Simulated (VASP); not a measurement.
# AlN in VASP: notebook

AlN is run at these levels: PBE; tasks: electric field gradients.

Program: VASP 6.6.1. These are calculated values, not measurements. Logs are shortened: lines on timing, memory, paths and dates and some standing lists are left out, and cuts for length are marked.

**1. The cell of the first run**

The structure is cubic, space group Fm-3m (No. 225). The conventional cell has a = 3.903 Å, b = 3.903 Å, c = 3.903 Å, α = 90.00°, β = 90.00°, γ = 90.00°. Within 2.6 Å of Al (site symmetry m-3m) lie 6 N at 1.95 Å. N (site symmetry m-3m) has 6 Al at 1.95 Å within 2.6 Å.

**2. Electric field gradients, PBE (volume scaled by 0.96)**

Input file INCAR:

```
PREC = Accurate
ENCUT = 520
EDIFF = 1E-8
ISMEAR = -1
SIGMA = 0.02
LREAL = F
LASPH = T
NELM = 100
ALGO = Normal
ISIF = 2
LWAVE = F
LCHARG = F
GGA = PE
LEFG = T
NBANDS = 11
```

Input file KPOINTS:

```
Automatic mesh
0
Gamma
  10 10 10
```

Input file POSCAR:

```
AlN
1.0
    0.0000000000      1.9512669932      1.9512669932
    1.9512669932      0.0000000000      1.9512669932
    1.9512669932      1.9512669932      0.0000000000
Al N
1 1
Direct
    0.0000000000      0.0000000000      0.0000000000
    0.5000000000      0.5000000000      0.5000000000
```

Potentials or basis: VASP PAW PBE potentials, release 64 (Al, N).

Started as:

```
> cat potpaw_PBE.64/Al/POTCAR potpaw_PBE.64/N/POTCAR > POTCAR
> mpirun -np 1 vasp_std > vasp.out
```

OUTCAR:

```text
PREC = Accurate
   ENCUT = 520
   EDIFF = 1E-8
   ISMEAR = -1
   LREAL = F
   LASPH = T
   NELM = 100
   ISIF = 2
   GGA = PE

 ion  position               nearest neighbor table
   1  0.000  0.000  0.000-   2 1.95   2 1.95   2 1.95   2 1.95   2 1.95   2 1.95
   2  0.500  0.500  0.500-   1 1.95   1 1.95   1 1.95   1 1.95   1 1.95   1 1.95

  LATTYP: Found a face centered cubic cell.
 ALAT       =     3.9025339864

  Lattice vectors:

 A1 = (   0.0000000000,   1.9512669932,   1.9512669932)
 A2 = (   1.9512669932,   0.0000000000,   1.9512669932)
 A3 = (   1.9512669932,   1.9512669932,   0.0000000000)

Analysis of symmetry for initial positions (statically):
=====================================================================
 Subroutine PRICEL returns:
 Original cell was already a primitive cell.

 Routine SETGRP: Setting up the symmetry group for a
 face centered cubic supercell.

 Subroutine GETGRP returns: Found 48 space group operations
[... 9 lines left out ...]

 Routine SETGRP: Setting up the symmetry group for a
 face centered cubic supercell.

 Subroutine GETGRP returns: Found 48 space group operations
[... 11 lines left out ...]
                                     Primitive cell

  volume of cell :      14.8587

  direct lattice vectors                    reciprocal lattice vectors
     0.000000000  1.951266993  1.951266993    -0.256243765  0.256243765  0.256243765
     1.951266993  0.000000000  1.951266993     0.256243765 -0.256243765  0.256243765
     1.951266993  1.951266993  0.000000000     0.256243765  0.256243765 -0.256243765

  length of vectors
     2.759508246  2.759508246  2.759508246     0.443827219  0.443827219  0.443827219

  position of ions in fractional coordinates (direct lattice)
     0.000000000  0.000000000  0.000000000
     0.500000000  0.500000000  0.500000000

  ion indices of the primitive-cell ions
   primitive index   ion index
                 1           1
                 2           2

----------------------------------------------------------------------------------------

 KPOINTS: Automatic mesh

Automatic generation of k-mesh.
 Grid dimensions read from file:
 generate k-points for:   10   10   10

 Generating k-lattice:

  Cartesian coordinates                     Fractional coordinates (reciprocal lattice)
[... 102 lines left out ...]
  ext. energy  EPLUGINS =         0.00000000
  ---------------------------------------------------
  free energy    TOTEN  =       -14.31798216 eV

  energy without entropy =      -14.31798216  energy(sigma->0) =      -14.31798216

 E-fermi :  11.7755     XC(G=0): -12.7925

 val. band max:       11.4052129265   @ k =   0.0000   0.0000   0.0000
 cond. band min:      16.5067968969   @ k =   0.5000   0.5000   0.0000
 fundamental gap:      5.1015839704
 Fermi energy:        11.7755319491

 k-point     1 :       0.0000    0.0000    0.0000
  band No.  band energies     occupation
      1      -7.1534      2.00000
      2      11.4052      2.00000
      3      11.4052      2.00000
      4      11.4052      2.00000
      5      18.7032      0.00000
      6      23.9092      0.00000
      7      23.9092      0.00000
      8      23.9092      0.00000
      9      29.3472      0.00000
     10      29.9888      0.00000
     11      29.9888      0.00000
[... 309 lines left out ...]
 k-point    24 :       0.4000    0.3000    0.0000
  band No.  band energies     occupation
      1      -3.7792      2.00000
      2       5.1106      2.00000
      3       8.3040      2.00000
      4       8.8772      2.00000
      5      17.8946      0.00000
      6      19.0787      0.00000
      7      24.8887      0.00000
      8      28.3771      0.00000
      9      29.2869      0.00000
     10      34.4505      0.00000
     11      37.8701      0.00000

 [... further k-points ...]
[... 5 lines left out ...]
  --------------------------------------------------------------------------------------
  -------------------------------------------------------------------------------------
  Total        3.7613450      3.7613450      3.7613450      0.0000000      0.0000000     -0.0000000
  in kB      405.5773180    405.5773180    405.5773180      0.0000000      0.0000000     -0.0000000
  external PRESSURE =     405.5773180 kB  Pullay stress =       0.0000000 kB

 VOLUME and BASIS-vectors are now :
 -----------------------------------------------------------------------------
  energy-cutoff  :      520.00
  volume of cell :       14.86
      direct lattice vectors                 reciprocal lattice vectors
     0.000000000  1.951266993  1.951266993    -0.256243765  0.256243765  0.256243765
     1.951266993  0.000000000  1.951266993     0.256243765 -0.256243765  0.256243765
     1.951266993  1.951266993  0.000000000     0.256243765  0.256243765 -0.256243765

 POSITION                                       TOTAL-FORCE (eV/Angst)
 -----------------------------------------------------------------------------------
      0.00000      0.00000      0.00000         0.000000     -0.000000     -0.000000
      1.95127      1.95127      1.95127        -0.000000      0.000000      0.000000
 -----------------------------------------------------------------------------------
    total drift:                               -0.000000     -0.000000      0.000000

  FREE ENERGIE OF THE ION-ELECTRON SYSTEM (eV)
  ---------------------------------------------------
  free  energy   TOTEN  =       -14.3179821624 eV

  energy  without entropy=      -14.3179821623  energy(sigma->0) =      -14.31798216

 Electric field gradients (V/A^2)
---------------------------------------------------------------------
 ion       V_xx      V_yy      V_zz      V_xy      V_xz      V_yz
---------------------------------------------------------------------
   1       0.000     0.000     0.000     0.000     0.000     0.000
   2      -0.000     0.000     0.000     0.000     0.000     0.000
---------------------------------------------------------------------

 Electric field gradients after diagonalization (V/A^2)
 (convention: |V_zz| > |V_xx| > |V_yy|)
----------------------------------------------------------------------
 ion       V_xx      V_yy      V_zz     asymmetry (V_yy - V_xx)/ V_zz
----------------------------------------------------------------------
   1      -0.000    -0.000     0.000       0.000
   2      -0.000    -0.000     0.001       0.000
----------------------------------------------------------------------

           NMR quadrupolar parameters

 Cq : quadrupolar parameter    Cq=e*Q*V_zz/h
 eta: asymmetry parameters     (V_yy - V_xx)/ V_zz
 Q  : nuclear electric quadrupole moment in mb (millibarn)
----------------------------------------------------------------------
 ion       Cq(MHz)       eta       Q (mb)
----------------------------------------------------------------------
   1       0.000       0.000       1.000
   2       0.000       0.000       1.000
----------------------------------------------------------------------
```

OSZICAR:

```text
N       E                     dE             d eps       ncg     rms          rms(c)
DAV:   1     0.114724119081E+02    0.11472E+02   -0.41346E+03  1058   0.633E+02
DAV:   2    -0.154453429979E+02   -0.26918E+02   -0.25634E+02  1268   0.144E+02
DAV:   3    -0.161747088228E+02   -0.72937E+00   -0.72786E+00  1254   0.211E+01
DAV:   4    -0.161773261438E+02   -0.26173E-02   -0.26171E-02  1157   0.139E+00
DAV:   5    -0.161773466516E+02   -0.20508E-04   -0.20508E-04  1229   0.113E-01    0.808E+00
DAV:   6    -0.143532943094E+02    0.18241E+01   -0.70234E+00  1142   0.148E+01    0.298E+00
DAV:   7    -0.143231543667E+02    0.30140E-01   -0.25827E-01  1153   0.352E+00    0.192E+00
DAV:   8    -0.143183013892E+02    0.48530E-02   -0.14753E-02  1112   0.105E+00    0.377E-01
DAV:   9    -0.143179396248E+02    0.36176E-03   -0.13749E-03  1166   0.235E-01    0.172E-01
DAV:  10    -0.143179903360E+02   -0.50711E-04   -0.14877E-04  1150   0.865E-02    0.597E-02
DAV:  11    -0.143179824274E+02    0.79086E-05   -0.26789E-05  1214   0.303E-02    0.821E-03
DAV:  12    -0.143179822270E+02    0.20038E-06   -0.80079E-07  1145   0.759E-03    0.112E-03
DAV:  13    -0.143179821694E+02    0.57599E-07   -0.22859E-08  1181   0.967E-04    0.320E-04
DAV:  14    -0.143179821624E+02    0.70660E-08   -0.79078E-10   604   0.245E-04
   1 F= -.14317982E+02 E0= -.14317982E+02  d E =-.213982E-10
```

stdout:

```text
POSCAR found type information on POSCAR AlN
 POSCAR found :  2 types and       2 ions
 scaLAPACK will be used
 LDA part: xc-table for (Slater+PW92), standard interpolation
 POSCAR, INCAR and KPOINTS ok, starting setup
 FFT: planning ... GRIDC
 FFT: planning ... GRID_SOFT
 FFT: planning ... GRID
 WAVECAR not read
 entering main loop
ion   1

ion   2
```

Wall time 12 s (1 thread of AMD EPYC 9R45 (Zen 5), shared host); peak memory 0.1 GiB.

Results:

```
Free energy            : -14.3180 eV
Pressure               : 40.6 GPa
Band gap on the k mesh : 5.10 eV, indirect (least direct gap 7.30 eV)
```

Levels at points of the mesh, in eV from the valence-band top:
| k point | band 1 | band 2 | band 3 | band 4 | band 5 | band 6 | band 7 | band 8 | band 9 |
| --- | --- | --- | --- | --- | --- | --- | --- | --- | --- |
| (0.00, 0.00, 0.00) | -18.56 | 0.00 | 0.00 | 0.00 | 7.30 | 12.50 | 12.50 | 12.50 | 17.94 |
| (0.50, 0.00, 0.00) | -14.86 | -9.01 | -1.29 | -1.29 | 6.83 | 11.89 | 11.89 | 14.90 | 17.37 |
| (0.50, 0.50, 0.00) | -13.72 | -8.12 | -3.08 | -3.08 | 5.10 | 5.68 | 15.40 | 19.00 | 19.00 |

Caveat: without QUAD_EFG the Cq values of the log hold for a quadrupole moment of 1 mb, not for the nuclei. A k mesh can miss the band edges.

**3. Electric field gradients, PBE (volume scaled by 0.99)**

Input file INCAR:

```
SYSTEM = AlN
PREC = Accurate ; ENCUT = 520
EDIFF = 1E-8 ; ISMEAR = -1
SIGMA = 0.02 ; LREAL = .FALSE.
LASPH = .TRUE. ; NELM = 60
ALGO = Normal ; ISIF = 2
LWAVE = .FALSE. ; LCHARG = .FALSE.
GGA = PE ; LEFG = .TRUE.
NBANDS = 11
```

Input file KPOINTS:

```
regular mesh
0
G
  10 10 10
  0 0 0
```

Input file POSCAR:

```
AlN
1.0
    0.0000000000      1.9713845660      1.9713845660
    1.9713845660      0.0000000000      1.9713845660
    1.9713845660      1.9713845660      0.0000000000
Al N
1 1
Direct
    0.0000000000      0.0000000000      0.0000000000
    0.5000000000      0.5000000000      0.5000000000
```

Potentials or basis: VASP PAW PBE potentials, release 64 (Al, N).

Started as:

```
> cat potpaw_PBE.64/Al/POTCAR potpaw_PBE.64/N/POTCAR > POTCAR
> mpirun -np 1 vasp_std > vasp.out
```

OUTCAR:

```text
SYSTEM = AlN
   PREC = Accurate
   ENCUT = 520
   EDIFF = 1E-8
   ISMEAR = -1
   LREAL = .FALSE.
   LASPH = .TRUE.
   NELM = 60
   ISIF = 2
   GGA = PE

 ion  position               nearest neighbor table
   1  0.000  0.000  0.000-   2 1.97   2 1.97   2 1.97   2 1.97   2 1.97   2 1.97
   2  0.500  0.500  0.500-   1 1.97   1 1.97   1 1.97   1 1.97   1 1.97   1 1.97

  LATTYP: Found a face centered cubic cell.
 ALAT       =     3.9427691320

  Lattice vectors:

 A1 = (   0.0000000000,   1.9713845660,   1.9713845660)
 A2 = (   1.9713845660,   0.0000000000,   1.9713845660)
 A3 = (   1.9713845660,   1.9713845660,   0.0000000000)

Analysis of symmetry for initial positions (statically):
=====================================================================
 Subroutine PRICEL returns:
 Original cell was already a primitive cell.

 Routine SETGRP: Setting up the symmetry group for a
 face centered cubic supercell.

 Subroutine GETGRP returns: Found 48 space group operations
[... 9 lines left out ...]

 Routine SETGRP: Setting up the symmetry group for a
 face centered cubic supercell.

 Subroutine GETGRP returns: Found 48 space group operations
[... 11 lines left out ...]
                                     Primitive cell

  volume of cell :      15.3230

  direct lattice vectors                    reciprocal lattice vectors
     0.000000000  1.971384566  1.971384566    -0.253628850  0.253628850  0.253628850
     1.971384566  0.000000000  1.971384566     0.253628850 -0.253628850  0.253628850
     1.971384566  1.971384566  0.000000000     0.253628850  0.253628850 -0.253628850

  length of vectors
     2.787958790  2.787958790  2.787958790     0.439298054  0.439298054  0.439298054

  position of ions in fractional coordinates (direct lattice)
     0.000000000  0.000000000  0.000000000
     0.500000000  0.500000000  0.500000000

  ion indices of the primitive-cell ions
   primitive index   ion index
                 1           1
                 2           2

----------------------------------------------------------------------------------------

 KPOINTS: regular mesh

Automatic generation of k-mesh.
 Grid dimensions read from file:
 generate k-points for:   10   10   10

 Generating k-lattice:

  Cartesian coordinates                     Fractional coordinates (reciprocal lattice)
    -0.025362885  0.025362885  0.025362885     0.100000000  0.000000000  0.000000000
     0.025362885 -0.025362885  0.025362885     0.000000000  0.100000000  0.000000000
     0.025362885  0.025362885 -0.025362885     0.000000000  0.000000000  0.100000000

  Length of vectors
     0.043929805  0.043929805  0.043929805

  Shift w.r.t. Gamma in fractional coordinates (k-lattice)
     0.000000000  0.000000000  0.000000000

 Subroutine IBZKPT returns following result:
 ===========================================

 Found     47 irreducible k-points:

 Following reciprocal coordinates:
            Coordinates               Weight
  0.000000  0.000000  0.000000      1.000000
[... 49 lines left out ...]
   ISYM   =      2    0-nonsym 1-usesym 2-fastsym
   POTIM  = 0.5000    time-step for ionic-motion
   TEBEG  =    0.0;   TEEND  =   0.0 temperature during run
   PSTRESS=    0.0 pullay stress
   NELECT =       8.0000    total number of electrons
   NUPDOWN=      -1.0000    fix difference up-down
   EMIN   =  10.00;   EMAX   =-10.00  energy-range for DOS
   EFERMI =   0.00;   METHOD = LEGACY
   ISMEAR =    -1;   SIGMA  =   0.02  broadening in eV -4-tet -1-fermi 0-gaus
   EFERMI_NEDOS =   21; number of points for ismear=-14 and -15
   IALGO  =     38    algorithm
   IMIX   =      4    mixing-type and parameters
     AMIX     =   0.40;   BMIX     =  1.00
     AMIX_MAG =   1.60;   BMIX_MAG =  1.00
  volume/ion in A,a.u.               =       7.66        51.70
  Fermi-wavevector in a.u.,A,eV,Ry     =   1.318227  2.491087 23.643142  1.737722
  Thomas-Fermi vector in A             =   2.448212
   LORBIT       =      0    0 simple, 1 ext, 2 COOP (PROOUT), +10 PAW based schemes
   GGA     = PE    functional components
   LHFCALC =     F    Hartree Fock is set to
   AEXX    =    0.0000 exact exchange contribution
   IVDW    =     0    specifies the selected vdW correction
   LEPSILON=     F    determine dielectric tensor
   LRPA    =     F    only Hartree local field effects (RPA)
 non-spin polarized calculation
  energy-cutoff  :      520.00
  volume of cell :       15.32
 maximum number of plane-waves:       424
 NGX is ok and might be reduce to    24
   NGX = 11   NGY = 11   NGZ = 11

 number of electron       8.0000000 magnetization

 Free energy of the ion-electron system (eV)
  ---------------------------------------------------
  ext. energy  EPLUGINS =         0.00000000
  ---------------------------------------------------
  free energy    TOTEN  =       -14.41845934 eV

  energy without entropy =      -14.41845934  energy(sigma->0) =      -14.41845934

 E-fermi :  11.3764     XC(G=0): -12.6436

 val. band max:       10.9741260265   @ k =   0.0000   0.0000   0.0000
 cond. band min:      16.1400285152   @ k =   0.5000   0.5000   0.0000
 fundamental gap:      5.1659024888
 Fermi energy:        11.3764351095

 k-point     1 :       0.0000    0.0000    0.0000
  band No.  band energies     occupation
      1      -7.2846      2.00000
      2      10.9741      2.00000
      3      10.9741      2.00000
      4      10.9741      2.00000
      5      17.7857      0.00000
      6      23.3824      0.00000
      7      23.3824      0.00000
      8      23.3824      0.00000
      9      28.7322      0.00000
     10      29.3260      0.00000
     11      29.3260      0.00000
[... 309 lines left out ...]
 k-point    24 :       0.4000    0.3000    0.0000
  band No.  band energies     occupation
      1      -4.0167      2.00000
      2       4.8125      2.00000
      3       7.9640      2.00000
      4       8.5201      2.00000
      5      17.4316      0.00000
      6      18.3580      0.00000
      7      24.0785      0.00000
      8      27.5444      0.00000
      9      28.4091      0.00000
     10      33.6622      0.00000
     11      36.9452      0.00000

 [... further k-points ...]
[... 5 lines left out ...]
  --------------------------------------------------------------------------------------
  -------------------------------------------------------------------------------------
  Total        2.7537689      2.7537689      2.7537689     -0.0000000      0.0000000     -0.0000000
  in kB      287.9347142    287.9347142    287.9347142     -0.0000000      0.0000000     -0.0000000
  external PRESSURE =     287.9347142 kB  Pullay stress =       0.0000000 kB

 VOLUME and BASIS-vectors are now :
 -----------------------------------------------------------------------------
  energy-cutoff  :      520.00
  volume of cell :       15.32
      direct lattice vectors                 reciprocal lattice vectors
     0.000000000  1.971384566  1.971384566    -0.253628850  0.253628850  0.253628850
     1.971384566  0.000000000  1.971384566     0.253628850 -0.253628850  0.253628850
     1.971384566  1.971384566  0.000000000     0.253628850  0.253628850 -0.253628850

 POSITION                                       TOTAL-FORCE (eV/Angst)
 -----------------------------------------------------------------------------------
      0.00000      0.00000      0.00000         0.000000      0.000000      0.000000
      1.97138      1.97138      1.97138        -0.000000     -0.000000      0.000000
 -----------------------------------------------------------------------------------
    total drift:                               -0.000000     -0.000000      0.000000

  FREE ENERGIE OF THE ION-ELECTRON SYSTEM (eV)
  ---------------------------------------------------
  free  energy   TOTEN  =       -14.4184593389 eV

  energy  without entropy=      -14.4184593389  energy(sigma->0) =      -14.41845934

 Electric field gradients (V/A^2)
---------------------------------------------------------------------
 ion       V_xx      V_yy      V_zz      V_xy      V_xz      V_yz
---------------------------------------------------------------------
   1       0.000    -0.000    -0.000     0.000     0.000     0.000
   2       0.000    -0.000    -0.000     0.000     0.000     0.000
---------------------------------------------------------------------

 Electric field gradients after diagonalization (V/A^2)
 (convention: |V_zz| > |V_xx| > |V_yy|)
----------------------------------------------------------------------
 ion       V_xx      V_yy      V_zz     asymmetry (V_yy - V_xx)/ V_zz
----------------------------------------------------------------------
   1      -0.000    -0.000     0.000       0.000
   2      -0.000    -0.000     0.001       0.000
----------------------------------------------------------------------

           NMR quadrupolar parameters

 Cq : quadrupolar parameter    Cq=e*Q*V_zz/h
 eta: asymmetry parameters     (V_yy - V_xx)/ V_zz
 Q  : nuclear electric quadrupole moment in mb (millibarn)
----------------------------------------------------------------------
 ion       Cq(MHz)       eta       Q (mb)
----------------------------------------------------------------------
   1       0.000       0.000       1.000
   2       0.000       0.000       1.000
----------------------------------------------------------------------
```

stdout:

```text
POSCAR found type information on POSCAR AlN
 POSCAR found :  2 types and       2 ions
 scaLAPACK will be used
 LDA part: xc-table for (Slater+PW92), standard interpolation
 POSCAR, INCAR and KPOINTS ok, starting setup
 FFT: planning ... GRIDC
 FFT: planning ... GRID_SOFT
 FFT: planning ... GRID
 WAVECAR not read
 entering main loop
ion   1

ion   2
```

It took 12 s on 1 thread of AMD EPYC 9R45 (Zen 5), shared host; peak memory 0.1 GiB.

Results:

```
Free energy            : -14.4185 eV
Pressure               : 28.8 GPa
Band gap on the k mesh : 5.17 eV, indirect (least direct gap 6.81 eV)
```

Caveat: without QUAD_EFG the Cq values of the log hold for a quadrupole moment of 1 mb, not for the nuclei. A k mesh can miss the band edges.

[end of part 1 of 3]
